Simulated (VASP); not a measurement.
# SiC (gw) (F-43m) in VASP: single point with PBE

Aim: the single point of SiC (gw) with PBE.

All numbers are computed with VASP 6.6.1; they aren't measurements. Logs are shortened: lines on timing, memory, paths and dates and some standing lists are left out, and cuts for length are marked.

### 1 The cell of the first run

The structure is cubic, space group F-43m (No. 216). The conventional cell has a = 4.380 Å, b = 4.380 Å, c = 4.380 Å, α = 90.00°, β = 90.00°, γ = 90.00°. Si (site symmetry -43m) has 4 C at 1.90 Å within 2.5 Å. Within 2.5 Å of C (site symmetry -43m) lie 4 Si at 1.90 Å.

### 2 Single point, PBE

The input, INCAR:

```
SYSTEM = SiC
PREC     = Accurate       ! precision mode
ENCUT    = 600            ! plane-wave cutoff, eV
EDIFF    = 1E-6           ! SCF threshold, eV
ISMEAR   = 0              ! smearing method
SIGMA    = 0.01           ! smearing width, eV
LREAL    = .FALSE.        ! projectors in reciprocal space
LASPH    = .TRUE.         ! aspherical terms in the spheres
NELM     = 120            ! most SCF steps
ALGO     = Normal         ! electronic algorithm
ISIF     = 2              ! what is computed and relaxed
LWAVE    = .FALSE.        ! write WAVECAR
LCHARG   = .FALSE.        ! write CHGCAR
GGA      = PE             ! functional
NBANDS   = 11             ! bands
GGA_COMPAT= .FALSE.
```

The input, KPOINTS:

```
Automatic mesh
0
G
  6 6 6
  0 0 0
```

The input, POSCAR:

```
SiC
1.0
    0.0000000000      2.1898716561      2.1898716561
    2.1898716561      0.0000000000      2.1898716561
    2.1898716561      2.1898716561      0.0000000000
Si C
1 1
Direct
    0.7500000000      0.7500000000      0.7500000000
    0.0000000000      0.0000000000      0.0000000000
```

Potentials or basis: VASP PAW PBE potentials, release 64 (Si, C).

Started as:

```console
> cat potpaw_PBE.64/Si/POTCAR potpaw_PBE.64/C/POTCAR > POTCAR
> mpirun -np 1 vasp_std > vasp.out
```

OUTCAR:

```text
SYSTEM = SiC
   PREC = Accurate
   ENCUT = 600
   EDIFF = 1E-6
   ISMEAR = 0
   LREAL = .FALSE.
   LASPH = .TRUE.
   NELM = 120
   ISIF = 2
   GGA = PE

 ion  position               nearest neighbor table
   1  0.750  0.750  0.750-   2 1.90   2 1.90   2 1.90   2 1.90
   2  0.000  0.000  0.000-   1 1.90   1 1.90   1 1.90   1 1.90

  LATTYP: Found a face centered cubic cell.
 ALAT       =     4.3797433122

  Lattice vectors:

 A1 = (   0.0000000000,   2.1898716561,   2.1898716561)
 A2 = (   2.1898716561,   0.0000000000,   2.1898716561)
 A3 = (   2.1898716561,   2.1898716561,   0.0000000000)

Analysis of symmetry for initial positions (statically):
=====================================================================
 Subroutine PRICEL returns:
 Original cell was already a primitive cell.

 Routine SETGRP: Setting up the symmetry group for a
 face centered cubic supercell.

 Subroutine GETGRP returns: Found 24 space group operations
 (whereof 24 operations were pure point group operations)
 out of a pool of 48 trial point group operations.

The static configuration has the point symmetry T_d .

Analysis of symmetry for dynamics (positions and initial velocities):
=====================================================================
 Subroutine PRICEL returns:
 Original cell was already a primitive cell.

 Routine SETGRP: Setting up the symmetry group for a
 face centered cubic supercell.

 Subroutine GETGRP returns: Found 24 space group operations
 (whereof 24 operations were pure point group operations)
 out of a pool of 48 trial point group operations.

The dynamic configuration has the point symmetry T_d .

 Subroutine INISYM returns: Found 24 space group operations
 (whereof 24 operations are pure point group operations),
 and found     1 'primitive' translations

----------------------------------------------------------------------------------------

                                     Primitive cell

  volume of cell :      21.0032

  direct lattice vectors                    reciprocal lattice vectors
     0.000000000  2.189871656  2.189871656    -0.228323883  0.228323883  0.228323883
     2.189871656  0.000000000  2.189871656     0.228323883 -0.228323883  0.228323883
     2.189871656  2.189871656  0.000000000     0.228323883  0.228323883 -0.228323883

  length of vectors
     3.096946196  3.096946196  3.096946196     0.395468566  0.395468566  0.395468566

  position of ions in fractional coordinates (direct lattice)
     0.750000000  0.750000000  0.750000000
     0.000000000  0.000000000  0.000000000

  ion indices of the primitive-cell ions
   primitive index   ion index
                 1           1
                 2           2

----------------------------------------------------------------------------------------

 KPOINTS: Automatic mesh

Automatic generation of k-mesh.
 Grid dimensions read from file:
 generate k-points for:    6    6    6

 Generating k-lattice:

  Cartesian coordinates                     Fractional coordinates (reciprocal lattice)
    -0.038053981  0.038053981  0.038053981     0.166666667  0.000000000  0.000000000
     0.038053981 -0.038053981  0.038053981     0.000000000  0.166666667  0.000000000
     0.038053981  0.038053981 -0.038053981     0.000000000  0.000000000  0.166666667

  Length of vectors
     0.065911428  0.065911428  0.065911428

  Shift w.r.t. Gamma in fractional coordinates (k-lattice)
     0.000000000  0.000000000  0.000000000

 Subroutine IBZKPT returns following result:
 ===========================================

 Found     16 irreducible k-points:

 Following reciprocal coordinates:
            Coordinates               Weight
  0.000000  0.000000  0.000000      1.000000
  0.166667  0.000000  0.000000      8.000000
  0.333333  0.000000  0.000000      8.000000
  0.500000  0.000000  0.000000      4.000000
  0.166667  0.166667  0.000000      6.000000
  0.333333  0.166667  0.000000     24.000000
[... 8 lines left out ...]
 -0.333333  0.333333  0.166667     24.000000
 -0.333333  0.500000  0.166667     12.000000
   k-points           NKPTS =     16   k-points in BZ     NKDIM =     16   number of bands    NBANDS=     11
   number of dos      NEDOS =    301   number of ions     NIONS =      2
   total plane-waves  NPLWV =  21952
   dimension x,y,z NGX =    28 NGY =   28 NGZ =   28
   dimension x,y,z NGXF=    56 NGYF=   56 NGZF=   56
   ions per type =               1   1
   NGX,Y,Z   is equivalent  to a cutoff of  15.03, 15.03, 15.03 a.u.
   NGXF,Y,Z  is equivalent  to a cutoff of  30.06, 30.06, 30.06 a.u.
 SYSTEM =  SiC
   PREC   = accura    normal or accurate (medium, high low for compatibility)
   ISTART =      0    job   : 0-new  1-cont  2-samecut
   ICHARG =      2    charge: 1-file 2-atom 10-const
   ISPIN  =      1    spin polarized calculation?
   LNONCOLLINEAR =      F non collinear calculations
   LSORBIT =      F    spin-orbit coupling
   LASPH  =      T    aspherical Exc in radial PAW
   ENCUT  =  600.0 eV  44.10 Ry    6.64 a.u.   6.19  6.19  6.19*2*pi/ulx,y,z
   NELM   =    120;   NELMIN=  2; NELMDL= -5     # of ELM steps
   EDIFF  = 0.1E-05   stopping-criterion for ELM
   LREAL  =      F    real-space projection
   EDIFFG = 0.1E-04   stopping-criterion for IOM
   NSW    =      0    number of steps for IOM
   IBRION =     -1    ionic relax: 0-MD 1-quasi-New 2-CG
   NFREE  =      0    steps in history (QN), initial steepest desc. (CG)
   ISIF   =      2    stress and relaxation
   ISYM   =      2    0-nonsym 1-usesym 2-fastsym
   POTIM  = 0.5000    time-step for ionic-motion
   TEBEG  =    0.0;   TEEND  =   0.0 temperature during run
   PSTRESS=    0.0 pullay stress
   NELECT =       8.0000    total number of electrons
   NUPDOWN=      -1.0000    fix difference up-down
   EMIN   =  10.00;   EMAX   =-10.00  energy-range for DOS
   EFERMI =   0.00;   METHOD = LEGACY
   ISMEAR =     0;   SIGMA  =   0.01  broadening in eV -4-tet -1-fermi 0-gaus
   EFERMI_NEDOS =   21; number of points for ismear=-14 and -15
   IALGO  =     38    algorithm
   IMIX   =      4    mixing-type and parameters
     AMIX     =   0.40;   BMIX     =  1.00
     AMIX_MAG =   1.60;   BMIX_MAG =  1.00
  volume/ion in A,a.u.               =      10.50        70.87
  Fermi-wavevector in a.u.,A,eV,Ry     =   1.186705  2.242548 19.160665  1.408269
  Thomas-Fermi vector in A             =   2.322872
   LORBIT       =      0    0 simple, 1 ext, 2 COOP (PROOUT), +10 PAW based schemes
   GGA     = PE    functional components
   LHFCALC =     F    Hartree Fock is set to
   AEXX    =    0.0000 exact exchange contribution
   IVDW    =     0    specifies the selected vdW correction
   LEPSILON=     F    determine dielectric tensor
   LRPA    =     F    only Hartree local field effects (RPA)
 non-spin polarized calculation
 Gauss-broadening in eV      SIGMA  =   0.01
  energy-cutoff  :      600.00
  volume of cell :       21.00
 maximum number of plane-waves:       725
 NGX is ok and might be reduce to    28
   NGX = 13   NGY = 13   NGZ = 13

 number of electron       8.0000000 magnetization

 Free energy of the ion-electron system (eV)
  ---------------------------------------------------
  ext. energy  EPLUGINS =         0.00000000
  ---------------------------------------------------
  free energy    TOTEN  =       -15.05159559 eV

  energy without entropy =      -15.05159559  energy(sigma->0) =      -15.05159559

 E-fermi :   8.0697     XC(G=0): -11.2891

 val. band max:        7.9470856179   @ k =   0.0000   0.0000   0.0000
 cond. band min:       9.3121170513   @ k =   0.5000   0.5000   0.0000
 fundamental gap:      1.3650314334
 Fermi energy:         8.0697287541

 k-point     1 :       0.0000    0.0000    0.0000
  band No.  band energies     occupation
      1      -7.3427      2.00000
      2       7.9471      2.00000
      3       7.9471      2.00000
      4       7.9471      2.00000
      5      14.0045      0.00000
      6      15.1457      0.00000
      7      15.1457      0.00000
      8      15.1457      0.00000
      9      22.3611      0.00000
     10      22.3611      0.00000
     11      24.1920      0.00000

 k-point     2 :       0.1667    0.0000    0.0000
  band No.  band energies     occupation
      1      -6.8097      2.00000
      2       5.5854      2.00000
      3       7.6181      2.00000
      4       7.6181      2.00000
      5      14.1511      0.00000
      6      15.6622      0.00000
      7      15.6622      0.00000
      8      16.1597      0.00000
      9      20.8466      0.00000
     10      20.8466      0.00000
     11      23.4896      0.00000

 k-point     3 :       0.3333    0.0000    0.0000
  band No.  band energies     occupation
      1      -5.3030      2.00000
      2       1.8163      2.00000
      3       7.1059      2.00000
      4       7.1059      2.00000
      5      13.4969      0.00000
      6      15.5095      0.00000
      7      15.5095      0.00000
      8      17.7540      0.00000
      9      22.1155      0.00000
     10      22.1155      0.00000
     11      23.0508      0.00000

 k-point     4 :       0.5000    0.0000    0.0000
  band No.  band energies     occupation
      1      -3.8302      2.00000
      2      -0.5097      2.00000
      3       6.8980      2.00000
      4       6.8980      2.00000
      5      13.2427      0.00000
      6      15.1080      0.00000
      7      15.1080      0.00000
      8      17.9158      0.00000
      9      23.9640      0.00000
     10      25.0198      0.00000
     11      25.0198      0.00000
[... 127 lines left out ...]
 k-point    14 :       0.5000    0.3333    0.1667
  band No.  band energies     occupation
      1      -4.0365      2.00000
      2       2.0183      2.00000
      3       3.8852      2.00000
      4       5.5502      2.00000
      5      12.8116      0.00000
      6      15.6012      0.00000
      7      16.4045      0.00000
      8      19.4836      0.00000
      9      21.1120      0.00000
     10      24.5891      0.00000
     11      28.3344      0.00000

 k-point    15 :      -0.3333    0.3333    0.1667
  band No.  band energies     occupation
      1      -2.7604      2.00000
      2       0.6228      2.00000
      3       3.2747      2.00000
      4       4.8606      2.00000
      5      13.0407      0.00000
      6      15.7271      0.00000
      7      18.1077      0.00000
      8      19.1461      0.00000
      9      20.6826      0.00000
     10      24.2674      0.00000
     11      28.8601      0.00000

 k-point    16 :      -0.3333    0.5000    0.1667
  band No.  band energies     occupation
      1      -2.2294      2.00000
      2       0.6901      2.00000
      3       3.4927      2.00000
      4       3.6150      2.00000
      5      11.9205      0.00000
      6      14.9489      0.00000
      7      18.6462      0.00000
      8      20.0046      0.00000
      9      21.9487      0.00000
     10      25.5073      0.00000
     11      28.8226      0.00000

------------------------ aborting loop because EDIFF is reached ----------------------------------------

  FORCE on cell =-STRESS in cart. coord.  units (eV):
  Direction    XX          YY          ZZ          XY          YZ          ZX
  --------------------------------------------------------------------------------------
  -------------------------------------------------------------------------------------
  Total       -0.0192297     -0.0192297     -0.0192297     -0.0000000     -0.0000000      0.0000000
  in kB       -1.4668873     -1.4668873     -1.4668873     -0.0000000     -0.0000000      0.0000000
  external PRESSURE =      -1.4668873 kB  Pullay stress =       0.0000000 kB

 VOLUME and BASIS-vectors are now :
 -----------------------------------------------------------------------------
  energy-cutoff  :      600.00
  volume of cell :       21.00
      direct lattice vectors                 reciprocal lattice vectors
     0.000000000  2.189871656  2.189871656    -0.228323883  0.228323883  0.228323883
     2.189871656  0.000000000  2.189871656     0.228323883 -0.228323883  0.228323883
     2.189871656  2.189871656  0.000000000     0.228323883  0.228323883 -0.228323883

 POSITION                                       TOTAL-FORCE (eV/Angst)
 -----------------------------------------------------------------------------------
      3.28481      3.28481      3.28481        -0.000000      0.000000      0.000000
      0.00000      0.00000      0.00000         0.000000     -0.000000     -0.000000
 -----------------------------------------------------------------------------------
    total drift:                               -0.000000     -0.000000     -0.000000

  FREE ENERGIE OF THE ION-ELECTRON SYSTEM (eV)
  ---------------------------------------------------
  free  energy   TOTEN  =       -15.0515955890 eV

  energy  without entropy=      -15.0515955890  energy(sigma->0) =      -15.05159559
```

It used 5.5 s of CPU time on 1 thread of Intel Xeon 6975P-C (shared host).

What came out:

```yaml
Free_energy: -15.0516 eV
Pressure: -0.1 GPa
Band_gap_on_the_k_mesh: 1.36 eV, indirect (least direct gap 4.52 eV)
```

Levels at points of the mesh, in eV from the valence-band top:
| k point | band 1 | band 2 | band 3 | band 4 | band 5 | band 6 | band 7 | band 8 | band 9 |
| --- | --- | --- | --- | --- | --- | --- | --- | --- | --- |
| (0.00, 0.00, 0.00) | -15.29 | 0.00 | 0.00 | 0.00 | 6.06 | 7.20 | 7.20 | 7.20 | 14.41 |
| (0.50, 0.00, 0.00) | -11.78 | -8.46 | -1.05 | -1.05 | 5.30 | 7.16 | 7.16 | 9.97 | 16.02 |
| (0.50, 0.50, 0.00) | -10.34 | -7.75 | -3.16 | -3.16 | 1.36 | 4.27 | 13.86 | 13.86 | 14.59 |
